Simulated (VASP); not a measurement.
Write the native input for VASP 6.6.1 that does the following.

| Quantity | Value |
| --- | --- |
| Task | single point |
| Functional | PBE |
| Potentials or basis | VASP PAW PBE potentials, release 64 (Li_sv, Cl) |
| Cutoff | 520 eV |
| k mesh | 4 × 4 × 6 |
| Occupations | gaussian, width 0.02 eV |
| Spin | no spin polarisation |
| Dipole correction | no |
| Further INCAR settings | ALGO = Normal; EDIFF = 1e-06; NBANDS = 30 |

The structure of LiCl lies in POSCAR:

```
LiCl
1.0
    6.5796376590      0.0000000000      0.0000000000
    0.0000000000      6.5796376590      0.0000000000
    0.0000000000      0.0000000000      3.9174263700
Li Cl
4 4
Direct
    0.6701463386      0.6701463386      0.0000000000
    0.8298536614      0.1701463386      0.5000000000
    0.3298536614      0.3298536614      0.0000000000
    0.1701463386      0.8298536614      0.5000000000
    0.8085862076      0.8085862076      0.5000000000
    0.6914137924      0.3085862076      0.0000000000
    0.1914137924      0.1914137924      0.5000000000
    0.3085862076      0.6914137924      0.0000000000
```

This cell differs from its parent crystal: volume scaled by 0.97, then relaxed in part.

These files were run (other wordings do the same):

INCAR

```
ALGO = Normal
EDIFF = 1E-6
ENCUT = 520
GGA = PE
ISIF = 2
ISMEAR = 0
LASPH = True
LCHARG = False
LREAL = False
LWAVE = False
NBANDS = 30
NELM = 60
PREC = Accurate
SIGMA = 0.02
```

KPOINTS

```
k-points
0
Gamma
  4 4 6
```

Potentials or basis: VASP PAW PBE potentials, release 64 (Li_sv, Cl).

Launch:

```sh
$ cat potpaw_PBE.64/Li_sv/POTCAR potpaw_PBE.64/Cl/POTCAR > POTCAR
$ mpirun -np 1 vasp_std > vasp.out
```

It gave:

The largest force is 0.006 eV/Å and the band gap on the k mesh is 6.00 eV, direct.

It took 90 s on 1 thread of AMD EPYC 7R13 Processor (Zen 3), with other jobs on the host, peak memory 0.26 GiB.
